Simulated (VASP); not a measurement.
# SiC (P6_3/mmc) in VASP: a series of runs

Runs on SiC. Level: PBE. Tasks: single point.

Program: VASP 6.6.1. These are calculated values, not measurements. Logs are shortened: lines on timing, memory, paths and dates and some standing lists are left out, and cuts for length are marked.

## 1. The cell of the first run

The structure is hexagonal, space group P6_3/mmc (No. 194). The conventional cell has a = 3.137 Å, b = 3.137 Å, c = 4.933 Å, α = 90.00°, β = 90.00°, γ = 120.00°. Si (site symmetry -6m2) has 3 C at 1.81 Å within 2.4 Å. C (site symmetry -6m2) has 3 Si at 1.81 Å within 2.4 Å.

## 2. Single point, PBE

File INCAR:

```
SYSTEM = SiC
PREC = Accurate
ENCUT = 600
EDIFF = 1E-6
ISMEAR = 0
SIGMA = 0.5
LREAL = .False.
LASPH = .True.
NELM = 120
ALGO = Normal
ISIF = 2
LWAVE = .False.
LCHARG = .False.
GGA = PE
NBANDS = 16
GGA_COMPAT = .False.
```

File KPOINTS:

```
regular mesh
0
Gamma
  6 6 4
  0 0 0
```

File POSCAR:

```
SiC
1.0
    3.1373352533      0.0000000000      0.0000000000
   -1.5686676266      2.7170120295      0.0000000000
    0.0000000000      0.0000000000      4.9327190645
Si C
2 2
Direct
    0.3333333333      0.6666666667      0.2500000000
    0.6666666667      0.3333333333      0.7500000000
    0.6666666667      0.3333333333      0.2500000000
    0.3333333333      0.6666666667      0.7500000000
```

Potentials or basis: VASP PAW PBE potentials, release 64 (Si, C).

Launch:

```
$ cat potpaw_PBE.64/Si/POTCAR potpaw_PBE.64/C/POTCAR > POTCAR
$ mpirun -np 1 vasp_std > vasp.out
```

OUTCAR:

```text
SYSTEM = SiC
   PREC = Accurate
   ENCUT = 600
   EDIFF = 1E-6
   ISMEAR = 0
   LREAL = .False.
   LASPH = .True.
   NELM = 120
   ISIF = 2
   GGA = PE

 ion  position               nearest neighbor table
   1  0.333  0.667  0.250-   3 1.81   3 1.81   3 1.81   4 2.47   4 2.47   2 3.06   2 3.06   2 3.06
                             2 3.06   2 3.06   2 3.06
   2  0.667  0.333  0.750-   4 1.81   4 1.81   4 1.81   3 2.47   3 2.47   1 3.06   1 3.06   1 3.06
                             1 3.06   1 3.06   1 3.06
   3  0.667  0.333  0.250-   1 1.81   1 1.81   1 1.81   2 2.47   2 2.47
   4  0.333  0.667  0.750-   2 1.81   2 1.81   2 1.81   1 2.47   1 2.47

  LATTYP: Found a hexagonal cell.
 ALAT       =     3.1373352533
 C/A-ratio  =     1.5722639330

  Lattice vectors:

 A1 = (   3.1373352533,   0.0000000000,   0.0000000000)
 A2 = (  -1.5686676266,   2.7170120295,   0.0000000000)
 A3 = (   0.0000000000,   0.0000000000,   4.9327190645)

Analysis of symmetry for initial positions (statically):
=====================================================================
 Subroutine PRICEL returns:
 Original cell was already a primitive cell.

 Routine SETGRP: Setting up the symmetry group for a
 hexagonal supercell.

 Subroutine GETGRP returns: Found 24 space group operations
 (whereof 12 operations were pure point group operations)
 out of a pool of 24 trial point group operations.

The static configuration has the point symmetry D_3d.
 The point group associated with its full space group is D_6h.

Analysis of symmetry for dynamics (positions and initial velocities):
=====================================================================
 Subroutine PRICEL returns:
 Original cell was already a primitive cell.

 Routine SETGRP: Setting up the symmetry group for a
 hexagonal supercell.

 Subroutine GETGRP returns: Found 24 space group operations
 (whereof 12 operations were pure point group operations)
 out of a pool of 24 trial point group operations.

The dynamic configuration has the point symmetry D_3d.
 The point group associated with its full space group is D_6h.

 Subroutine INISYM returns: Found 24 space group operations
 (whereof 12 operations are pure point group operations),
 and found     1 'primitive' translations

----------------------------------------------------------------------------------------

                                     Primitive cell

  volume of cell :      42.0474

  direct lattice vectors                    reciprocal lattice vectors
     3.137335253  0.000000000  0.000000000     0.318741836  0.184025685  0.000000000
    -1.568667627  2.717012030  0.000000000     0.000000000  0.368051370  0.000000000
     0.000000000  0.000000000  4.932719064     0.000000000  0.000000000  0.202727945

  length of vectors
     3.137335253  3.137335253  4.932719064     0.368051370  0.368051370  0.202727945

  position of ions in fractional coordinates (direct lattice)
     0.333333333  0.666666667  0.250000000
     0.666666667  0.333333333  0.750000000
     0.666666667  0.333333333  0.250000000
     0.333333333  0.666666667  0.750000000

  ion indices of the primitive-cell ions
   primitive index   ion index
                 1           1
                 2           2
                 3           3
                 4           4

----------------------------------------------------------------------------------------

 KPOINTS: regular mesh

Automatic generation of k-mesh.
 Grid dimensions read from file:
 generate k-points for:    6    6    4

 Generating k-lattice:

  Cartesian coordinates                     Fractional coordinates (reciprocal lattice)
     0.053123639  0.030670948  0.000000000     0.166666667  0.000000000  0.000000000
     0.000000000  0.061341895  0.000000000     0.000000000  0.166666667  0.000000000
     0.000000000  0.000000000  0.050681986     0.000000000  0.000000000  0.250000000

  Length of vectors
     0.061341895  0.061341895  0.050681986

  Shift w.r.t. Gamma in fractional coordinates (k-lattice)
     0.000000000  0.000000000  0.000000000

 Subroutine IBZKPT returns following result:
 ===========================================

 Found     21 irreducible k-points:

 Following reciprocal coordinates:
            Coordinates               Weight
  0.000000  0.000000  0.000000      1.000000
  0.166667  0.000000  0.000000      6.000000
  0.333333  0.000000  0.000000      6.000000
  0.500000  0.000000  0.000000      3.000000
  0.166667  0.166667  0.000000      6.000000
  0.333333  0.166667  0.000000     12.000000
[... 13 lines left out ...]
  0.333333  0.166667  0.500000     12.000000
  0.333333  0.333333  0.500000      2.000000
   k-points           NKPTS =     21   k-points in BZ     NKDIM =     21   number of bands    NBANDS=     16
   number of dos      NEDOS =    301   number of ions     NIONS =      4
   total plane-waves  NPLWV =  31360
   dimension x,y,z NGX =    28 NGY =   28 NGZ =   40
   dimension x,y,z NGXF=    56 NGYF=   56 NGZF=   80
   ions per type =               2   2
   NGX,Y,Z   is equivalent  to a cutoff of  14.84, 14.84, 13.48 a.u.
   NGXF,Y,Z  is equivalent  to a cutoff of  29.67, 29.67, 26.96 a.u.
 SYSTEM =  SiC
   PREC   = accura    normal or accurate (medium, high low for compatibility)
   ISTART =      0    job   : 0-new  1-cont  2-samecut
   ICHARG =      2    charge: 1-file 2-atom 10-const
   ISPIN  =      1    spin polarized calculation?
   LNONCOLLINEAR =      F non collinear calculations
   LSORBIT =      F    spin-orbit coupling
   LASPH  =      T    aspherical Exc in radial PAW
   ENCUT  =  600.0 eV  44.10 Ry    6.64 a.u.   6.27  6.27  9.85*2*pi/ulx,y,z
   NELM   =    120;   NELMIN=  2; NELMDL= -5     # of ELM steps
   EDIFF  = 0.1E-05   stopping-criterion for ELM
   LREAL  =      F    real-space projection
   EDIFFG = 0.1E-04   stopping-criterion for IOM
   NSW    =      0    number of steps for IOM
   IBRION =     -1    ionic relax: 0-MD 1-quasi-New 2-CG
   NFREE  =      0    steps in history (QN), initial steepest desc. (CG)
   ISIF   =      2    stress and relaxation
   ISYM   =      2    0-nonsym 1-usesym 2-fastsym
   POTIM  = 0.5000    time-step for ionic-motion
   TEBEG  =    0.0;   TEEND  =   0.0 temperature during run
   PSTRESS=    0.0 pullay stress
   NELECT =      16.0000    total number of electrons
   NUPDOWN=      -1.0000    fix difference up-down
   EMIN   =  10.00;   EMAX   =-10.00  energy-range for DOS
   EFERMI =   0.00;   METHOD = LEGACY
   ISMEAR =     0;   SIGMA  =   0.50  broadening in eV -4-tet -1-fermi 0-gaus
   EFERMI_NEDOS =   21; number of points for ismear=-14 and -15
   IALGO  =     38    algorithm
   IMIX   =      4    mixing-type and parameters
     AMIX     =   0.40;   BMIX     =  1.00
     AMIX_MAG =   1.60;   BMIX_MAG =  1.00
  volume/ion in A,a.u.               =      10.51        70.94
  Fermi-wavevector in a.u.,A,eV,Ry     =   1.186320  2.241820 19.148231  1.407355
  Thomas-Fermi vector in A             =   2.322495
   LORBIT       =      0    0 simple, 1 ext, 2 COOP (PROOUT), +10 PAW based schemes
   GGA     = PE    functional components
   LHFCALC =     F    Hartree Fock is set to
   AEXX    =    0.0000 exact exchange contribution
   IVDW    =     0    specifies the selected vdW correction
   LEPSILON=     F    determine dielectric tensor
   LRPA    =     F    only Hartree local field effects (RPA)
 non-spin polarized calculation
 Gauss-broadening in eV      SIGMA  =   0.50
  energy-cutoff  :      600.00
  volume of cell :       42.05
 maximum number of plane-waves:      1420
 NGX is ok and might be reduce to    28
   NGX = 13   NGY = 13   NGZ = 19

 number of electron      16.0000000 magnetization

 Free energy of the ion-electron system (eV)
  ---------------------------------------------------
  ext. energy  EPLUGINS =         0.00000000
  ---------------------------------------------------
  free energy    TOTEN  =       -28.30838999 eV

  energy without entropy =      -28.28378802  energy(sigma->0) =      -28.29608901

 E-fermi :  10.1144     XC(G=0): -11.2954

 val. band max:        9.8672923301   @ k =   0.1667   0.0000   0.0000
 cond. band min:      10.1708061215   @ k =   0.5000   0.0000   0.0000
 fundamental gap:      0.3035137914
 Fermi energy:        10.1143707508

 k-point     1 :       0.0000    0.0000    0.0000
  band No.  band energies     occupation
      1      -7.4229      2.00000
      2      -3.9635      2.00000
      3       0.5963      2.00000
      4       5.8393      2.00000
      5       5.8393      2.00000
      6       7.1007      2.00000
[... 8 lines left out ...]
     15      16.5444      0.00000
     16      18.2006      0.00000

 k-point     2 :       0.1667    0.0000    0.0000
  band No.  band energies     occupation
      1      -6.9624      2.00000
      2      -3.5721      2.00000
      3       1.0610      2.00000
      4       3.8200      2.00000
      5       5.2399      2.00000
      6       5.7170      2.00000
[... 8 lines left out ...]
     15      17.3828      0.00000
     16      18.8299      0.00000

 k-point     3 :       0.3333    0.0000    0.0000
  band No.  band energies     occupation
      1      -5.6445      2.00000
      2      -2.6189      2.00000
      3       0.7911      2.00000
      4       2.3867      2.00000
      5       3.1433      2.00000
      6       4.3832      2.00000
[... 8 lines left out ...]
     15      17.6167      0.00000
     16      18.8716      0.00000

 k-point     4 :       0.5000    0.0000    0.0000
  band No.  band energies     occupation
      1      -4.2235      2.00000
      2      -2.7272      2.00000
      3      -0.0158      2.00000
      4       1.3535      2.00000
      5       3.7473      2.00000
      6       4.0429      2.00000
[... 8 lines left out ...]
     15      18.1646      0.00000
     16      18.7997      0.00000
[... 267 lines left out ...]
 k-point    19 :       0.1667    0.1667    0.5000
  band No.  band energies     occupation
      1      -4.8961      2.00000
      2      -4.8961      2.00000
      3       2.5338      2.00000
      4       2.5338      2.00000
      5       4.6102      2.00000
      6       4.6102      2.00000
[... 8 lines left out ...]
     15      18.7771      0.00000
     16      18.7771      0.00000

 k-point    20 :       0.3333    0.1667    0.5000
  band No.  band energies     occupation
      1      -3.4546      2.00000
      2      -3.4546      2.00000
      3       0.3046      2.00000
      4       0.3046      2.00000
      5       3.4997      2.00000
      6       3.4997      2.00000
[... 8 lines left out ...]
     15      19.0021      0.00000
     16      19.0021      0.00000

 k-point    21 :       0.3333    0.3333    0.5000
  band No.  band energies     occupation
      1      -2.6768      2.00000
      2      -2.6768      2.00000
      3      -0.0124      2.00000
      4      -0.0124      2.00000
      5       2.0708      2.00000
      6       2.0708      2.00000
[... 8 lines left out ...]
     15      18.7304      0.00000
     16      18.7304      0.00000

------------------------ aborting loop because EDIFF is reached ----------------------------------------

  FORCE on cell =-STRESS in cart. coord.  units (eV):
  Direction    XX          YY          ZZ          XY          YZ          ZX
  --------------------------------------------------------------------------------------
  -------------------------------------------------------------------------------------
  Total        1.4823019      1.4823019      0.0066249      0.0000000      0.0000000      0.0000000
  in kB       56.4817814     56.4817814      0.2524349      0.0000000      0.0000000      0.0000000
  external PRESSURE =      37.7386659 kB  Pullay stress =       0.0000000 kB

 VOLUME and BASIS-vectors are now :
 -----------------------------------------------------------------------------
  energy-cutoff  :      600.00
  volume of cell :       42.05
      direct lattice vectors                 reciprocal lattice vectors
     3.137335253  0.000000000  0.000000000     0.318741836  0.184025685  0.000000000
    -1.568667627  2.717012030  0.000000000     0.000000000  0.368051370  0.000000000
     0.000000000  0.000000000  4.932719064     0.000000000  0.000000000  0.202727945

 POSITION                                       TOTAL-FORCE (eV/Angst)
 -----------------------------------------------------------------------------------
     -0.00000      1.81134      1.23318         0.000000     -0.000000      0.000000
      1.56867      0.90567      3.69954        -0.000000      0.000000     -0.000000
      1.56867      0.90567      1.23318         0.000000     -0.000000     -0.000000
     -0.00000      1.81134      3.69954        -0.000000      0.000000     -0.000000
 -----------------------------------------------------------------------------------
    total drift:                               -0.000000      0.000000      0.000000

  FREE ENERGIE OF THE ION-ELECTRON SYSTEM (eV)
  ---------------------------------------------------
  free  energy   TOTEN  =       -28.3083899932 eV

  energy  without entropy=      -28.2837880206  energy(sigma->0) =      -28.29608901
```

Run time: 14 s. Hardware: 1 thread of Intel Xeon 6975P-C, shared host; peak memory 0.17 GiB.

What came out:

```yaml
Free_energy: -28.3084 eV
Pressure: 3.8 GPa
Band_gap_on_the_k_mesh: zero (band 8 reaches 10.28 eV, above the bottom of band 9 at 10.17 eV)
```

Stress tensor (GPa, compression positive):
```
5.65 0.00 0.00
0.00 5.65 0.00
0.00 0.00 0.03
```

Levels at points of the mesh, in eV from the Fermi level:
| k point | band 5 | band 6 | band 7 | band 8 | band 9 | band 10 | band 11 | band 12 |
| --- | --- | --- | --- | --- | --- | --- | --- | --- |
| (0.00, 0.00, 0.00) | -4.28 | -3.01 | -3.01 | 0.17 | 1.72 | 3.78 | 4.07 | 4.07 |
| (0.50, 0.00, 0.00) | -6.37 | -6.07 | -4.15 | -4.00 | 0.06 | 3.21 | 4.11 | 6.62 |
| (0.00, 0.00, 0.50) | -3.69 | -3.69 | -3.69 | -3.69 | 3.02 | 3.02 | 4.67 | 4.67 |
| (0.50, 0.00, 0.50) | -5.25 | -5.25 | -2.89 | -2.89 | 1.52 | 1.52 | 1.84 | 1.84 |

Caveat: the k points lie up to 0.39 Å⁻¹ apart.

## 3. Single point, PBE

Edit INCAR of step 2 so:

```diff
@@ -4,4 +4,4 @@
 EDIFF = 1E-6
-ISMEAR = 0
-SIGMA = 0.5
+ISMEAR = -1
+SIGMA = 0.001
 LREAL = .False.
```

File KPOINTS:

```
Automatic mesh
0
Gamma
  6 6 4
  0 0 0
```

POSCAR is that of step 2.

Potentials or basis: VASP PAW PBE potentials, release 64 (Si, C).

Launch:

```
$ cat potpaw_PBE.64/Si/POTCAR potpaw_PBE.64/C/POTCAR > POTCAR
$ mpirun -np 1 vasp_std > vasp.out
```

Wall time 15 s (1 thread of Intel Xeon 6975P-C, shared host); peak memory 0.17 GiB.

Results (log left out):

```yaml
Free_energy: -28.2957 eV
Pressure: 3.6 GPa
Band_gap_on_the_k_mesh: zero (band 8 reaches 10.29 eV, above the bottom of band 9 at 10.17 eV)
```

Stress tensor (GPa, compression positive):
```
5.25 0.00 0.00
0.00 5.25 0.00
0.00 0.00 0.36
```

Levels at points of the mesh, in eV from the Fermi level:
| k point | band 5 | band 6 | band 7 | band 8 | band 9 | band 10 | band 11 | band 12 |
| --- | --- | --- | --- | --- | --- | --- | --- | --- |
| (0.00, 0.00, 0.00) | -4.33 | -3.06 | -3.06 | 0.12 | 1.67 | 3.73 | 4.01 | 4.01 |
| (0.50, 0.00, 0.00) | -6.42 | -6.12 | -4.20 | -4.05 | 0.00 | 3.16 | 4.06 | 6.57 |
| (0.00, 0.00, 0.50) | -3.74 | -3.74 | -3.74 | -3.74 | 2.97 | 2.97 | 4.61 | 4.61 |
| (0.50, 0.00, 0.50) | -5.30 | -5.30 | -2.93 | -2.93 | 1.47 | 1.47 | 1.79 | 1.79 |

Caveat: the k points lie up to 0.39 Å⁻¹ apart.

## 4. Single point, PBE

File INCAR:

```
  PREC = Accurate
  ENCUT = 600
  EDIFF = 1E-6
  ISMEAR = -1
  SIGMA = 0.5
  LREAL = False
  LASPH = True
  NELM = 120
  ALGO = Normal
  ISIF = 2
  LWAVE = False
  LCHARG = False
  GGA = PE
  NBANDS = 16
  GGA_COMPAT = False
```

File KPOINTS:

```
Automatic mesh
0
Gamma
  6 6 4
```

POSCAR is that of step 3.

Launch:

```
$ cat potpaw_PBE.64/Si/POTCAR potpaw_PBE.64/C/POTCAR > POTCAR
$ mpirun -np 1 vasp_std > vasp.out
```

It took 15 s on 1 thread of Intel Xeon 6975P-C, shared host; peak memory 0.17 GiB.

The run converged. Its results:

```yaml
Free_energy: -28.4008 eV
Pressure: 4.7 GPa
Band_gap_on_the_k_mesh: zero (band 8 reaches 10.24 eV, above the bottom of band 9 at 10.17 eV)
```

Stress tensor (GPa, compression positive):
```
 7.19  0.00  0.00
 0.00  7.19  0.00
 0.00  0.00 -0.24
```

Levels at points of the mesh, in eV from the Fermi level:
```csv
k point,band 5,band 6,band 7,band 8,band 9,band 10,band 11,band 12
"(0.00, 0.00, 0.00)",-4.09,-2.83,-2.83,0.33,1.91,3.96,4.28,4.28
"(0.50, 0.00, 0.00)",-6.18,-5.88,-3.96,-3.82,0.26,3.41,4.29,6.82
"(0.00, 0.00, 0.50)",-3.50,-3.50,-3.50,-3.50,3.21,3.21,4.88,4.88
"(0.50, 0.00, 0.50)",-5.06,-5.06,-2.71,-2.71,1.72,1.72,2.04,2.04
```

Caveat: the k points lie up to 0.39 Å⁻¹ apart.

## 5. Summary

| smearing | gap on the mesh (eV) | pressure (GPa) |
| --- | --- | --- |
| gaussian 0.5 eV | none | 3.8 |
| fermi-dirac 0.001 eV | none | 3.6 |
| fermi-dirac 0.5 eV | none | 4.7 |

Alike in all rows: task single point; level PBE; potentials or basis VASP PAW PBE potentials, release 64 (Si, C); no spin polarisation; cell as given; k mesh 6 × 6 × 4; cutoff (eV) 600.

Caveats: all runs use coarse meshes.

Absolute energies hang on the potentials; compare differences alone.
